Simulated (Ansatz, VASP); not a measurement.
**Ag in VASP and in Ansatz**

The input POSCAR:

```
Ag
1.0
    2.8180527337      0.0000000000      0.0000000000
   -1.4090263668      2.4405052566      0.0000000000
    0.0000000000      0.0000000000      9.7510044385
Ag
4
Direct
    0.3333333333      0.6666666667      0.2500000000
    0.6666666667      0.3333333333      0.7500000000
    0.0000000000      0.0000000000      0.0000000000
    0.0000000000      0.0000000000      0.5000000000
```

File INCAR.step1:

```
SYSTEM = Ag
ALGO = Normal
EDIFF = 1E-4
ENCUT = 520
GGA = PE
ISMEAR = 0
LASPH = .True.
LCHARG = .False.
LREAL = .False.
LWAVE = .True.
NBANDS = 30
NELM = 100
PREC = Accurate
SIGMA = 0.15
```

Contents of INCAR.step2:

```
SYSTEM = Ag
ALGO = Normal
EDIFF = 1E-7
ENCUT = 520
ISIF = 2
ISMEAR = 0
ISTART = 1
LASPH = .True.
LCHARG = .True.
LELF = .True.
LMIXTAU = .True.
LREAL = .False.
LVHAR = .True.
LWAVE = .False.
METAGGA = R2SCAN
NBANDS = 30
NELM = 100
PREC = Accurate
SIGMA = 0.15
```

Contents of KPOINTS:

```
k-points
0
Gamma
  18 18 6
  0 0 0
```

Input for Ansatz:

```yaml
crystal:
  lattice:
    - [2.8180527337, 0.0, 0.0]
    - [-1.4090263668, 2.4405052566, 0.0]
    - [0.0, 0.0, 9.7510044385]
  atoms:
    - { symbol: Ag, position: [0.3333333333, 0.6666666667, 0.25] }
    - { symbol: Ag, position: [0.6666666667, 0.3333333333, 0.75] }
    - { symbol: Ag, position: [0.0, 0.0, 0.0] }
    - { symbol: Ag, position: [0.0, 0.0, 0.5] }
basis:
  ecutwfc: 500
kpoints:
  mp_grid: { grid: [18, 18, 6] }
hamiltonian:
  xc: r2scan
scf:
  occupations: { method: gaussian, width: 0.15 }
output:
  forces: true
  stress: true
  eigenvalues: true
```

Change from the starting cell: strain -0.030 along x and y, +0.030 along z, atoms carried along.

Alike in both runs: task single point; functional r2SCAN; k mesh 18 × 18 × 6; occupations gaussian, width 0.15 eV; no spin polarisation.

|  | VASP | Ansatz |
| --- | --- | --- |
| version | VASP 6.6.1 | Ansatz 0.2.0 |
| potentials or method | VASP PAW PBE potentials, release 64 (Ag), cutoff 520 eV | scalar-relativistic, plane waves, PAW |
| valence electrons in the cell | 44 | 76 |

```csv
,VASP,Ansatz,Ansatz less VASP
gap on the k mesh at the Fermi level (eV),none,none,-
pressure (GPa),4.3,4.1,-0.19
"traceless stress, the component that is largest in VASP (GPa)",-4.61,-4.53,+0.076
```

VASP's potentials were made for PBE, not for r2SCAN. A gap of «none» marks a metal or a gap that the smearing closes. VASP's potentials hold 44 valence electrons a cell and Ansatz's 76, so a difference there can come from the potentials and not from the codes.
